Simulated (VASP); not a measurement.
Set up this calculation in VASP 6.6.1, as the native input.

```yaml
Task: relaxation of shape and atoms at fixed volume
Functional: PBE
Potentials_or_basis: VASP PAW PBE potentials, release 64 (Be, Zn, Se)
Cutoff: 600 eV
k_mesh: 6 × 6 × 2
Occupations: gaussian, width 0.02 eV
Spin: no spin polarisation
Dipole_correction: no
Further_INCAR_settings: ALGO = Normal; EDIFF = 1e-06; IBRION = 2; EDIFFG = -0.01; NSW = 50; ISIF = 4
```

The structure of Be3ZnSe4 lies in POSCAR:

```
Be3ZnSe4
1.0
    3.6270108372      0.0000000280      0.0000000000
   -1.8135054428      3.1410835109      0.0000000000
    0.0000000000      0.0000000000     12.0559259318
Be Zn Se
3 1 4
Direct
    0.6666666667      0.3333333333      0.0126766804
    0.6666666667      0.3333333333      0.4921667769
    0.0000000000      0.0000000000      0.2529801206
    0.0000000000      0.0000000000      0.7576739151
    0.6666666667      0.3333333333      0.1939420398
    0.6666666667      0.3333333333      0.6718911405
    0.0000000000      0.0000000000      0.4339748607
    0.0000000000      0.0000000000      0.9546944660
```

One way to write it, as run:

INCAR

```
SYSTEM = Be3ZnSe4
ALGO = Normal
EDIFF = 1E-6
EDIFFG = -0.01
ENCUT = 600
GGA = PE
IBRION = 2
ISIF = 4
ISMEAR = 0
LASPH = .True.
LCHARG = .False.
LREAL = .False.
LWAVE = .False.
NELM = 80
NSW = 50
PREC = Accurate
SIGMA = 0.02
```

KPOINTS

```
k-points
0
Gamma
  6 6 2
  0 0 0
```

Potentials or basis: VASP PAW PBE potentials, release 64 (Be, Zn, Se).

Launch:

```sh
$ cat potpaw_PBE.64/Be/POTCAR potpaw_PBE.64/Zn/POTCAR potpaw_PBE.64/Se/POTCAR > POTCAR
$ mpirun -np 1 vasp_std > vasp.out
```

Results of the run:

The energy gained by relaxing is 0.2 meV/atom and the ionic steps are 6. The pressure after relaxing is 8.1 GPa, the largest force after relaxing is 0.008 eV/Å and the band gap on the k mesh is 2.42 eV (least direct gap 2.93 eV).

It took 2 min on 1 thread of Intel(R) Xeon(R) 6975P-C (Granite Rapids), with other jobs on the host, peak memory 0.31 GiB.
